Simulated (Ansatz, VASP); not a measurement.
**Two plane-wave programs on Ga2O3**

```
Ga O
1.0
     6.22710   -1.54165    0.00622
     6.22710    1.54165    0.00622
    -1.39798    0.00000    5.70894
Ga O
4 6
Direct
  0.34150 0.34150 0.68582
  0.65850 0.65850 0.31418
  0.91007 0.91007 0.20527
  0.08993 0.08993 0.79473
  0.50398 0.50398 0.74331
  0.49602 0.49602 0.25669
  0.82630 0.82630 0.43567
  0.17370 0.17370 0.56433
  0.16351 0.16351 0.10920
  0.83649 0.83649 0.89080
```

Alike in both runs: functional PBE; k mesh 10 × 10 × 6; occupations gaussian, width 0.02 eV; no spin polarisation.

Ansatz relaxed the structure, and its values are those at the end. VASP's run is a single point on that final structure, the one shown.

|  | VASP | Ansatz |
| --- | --- | --- |
| version | VASP 6.6.1 | Ansatz 0.2.0 |
| potentials or method | VASP PAW PBE potentials, release 64 (Ga_d, O), cutoff 520 eV | scalar-relativistic, plane waves, PAW |
| valence electrons in the cell | 88 | 88 |

Ansatz gave:

| Property | Result |
| --- | --- |
| gap on the k mesh at the Fermi level (eV) | 2.01 |
| least direct gap on the mesh (eV) | 2.03 |
| pressure (GPa) | 0.0 |
| rms of the force components (eV/Å) | 0.001 |

Q: Which values does VASP return?

A: gap on the k mesh at the Fermi level (eV): 1.99; least direct gap on the mesh (eV): 2.02; pressure (GPa): 0.6; rms of the force components (eV/Å): 0.008.
